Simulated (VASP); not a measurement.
Write the native input for VASP 6.6.1 that does the following.

| Property | Result |
| --- | --- |
| Task | relaxation of cell and atoms |
| Functional | r2SCAN |
| Potentials or basis | VASP PAW PBE potentials, release 64 (K_sv) |
| Cutoff | 600 eV |
| k mesh | 6 × 6 × 6 |
| Occupations | fermi-dirac, width 0.05 eV |
| Spin | no spin polarisation |
| Dipole correction | no |
| Further INCAR settings | ALGO = Normal; EDIFF = 1e-07; IBRION = 2; EDIFFG = -0.02; NSW = 80; ISIF = 3 |

The system is K.

```xyz
1
Lattice="-2.6125 2.6125 2.6125 2.6125 -2.6125 2.6125 2.6125 2.6125 -2.6125" Properties=species:S:1:pos:R:3 pbc="T T T"
K     0.0000    0.0000    0.0000
```

One way to write it, as run:

POSCAR

```
K
1.0
   -2.6125000000      2.6125000000      2.6125000000
    2.6125000000     -2.6125000000      2.6125000000
    2.6125000000      2.6125000000     -2.6125000000
K
1
Direct
    0.0000000000      0.0000000000      0.0000000000
```

INCAR.step1

```
PREC = Accurate ; ENCUT = 600
ISMEAR = -1 ; SIGMA = 0.05
LREAL = F ; LASPH = T
NELM = 100 ; GGA = PE
ALGO = Normal ; EDIFF = 1E-4
LWAVE = T ; LCHARG = F
```

INCAR.step2

```
PREC = Accurate ; ENCUT = 600
EDIFF = 1E-7 ; ISMEAR = -1
SIGMA = 0.05 ; LREAL = F
LASPH = T ; NELM = 100
ALGO = Normal ; ISIF = 3
LWAVE = F ; LCHARG = F
METAGGA = R2SCAN ; LMIXTAU = T
IBRION = 2 ; NSW = 80
EDIFFG = -0.02 ; ISTART = 1
```

KPOINTS

```
Automatic mesh
0
Gamma
  6 6 6
```

Potentials or basis: VASP PAW PBE potentials, release 64 (K_sv).

Launch:

```sh
$ cat potpaw_PBE.64/K_sv/POTCAR > POTCAR
$ cp INCAR.step1 INCAR
$ mpirun -np 1 vasp_std > vasp.out
$ cp INCAR.step2 INCAR
$ mpirun -np 1 vasp_std > vasp.out
```

Results of the run:

* Relaxed volume: 76.79 Å³/atom
* Relaxed cell: a = 4.638 Å, b = 4.638 Å, c = 4.638 Å, α = 109.47°, β = 109.47°, γ = 109.47°
* Space group after relaxing (to 0.05 Å): Im-3m (No. 229)
* Energy gained by relaxing: 5.0 meV/atom
* Ionic steps: 3
* Pressure after relaxing: 0.0 GPa

Caveat: the PAW data sets were made with another functional, which shifts forces and pressure a little.

Run time: 83 s on 1 thread of Intel(R) Xeon(R) 6975P-C (Granite Rapids), with other jobs on the host, peak memory 0.22 GiB.
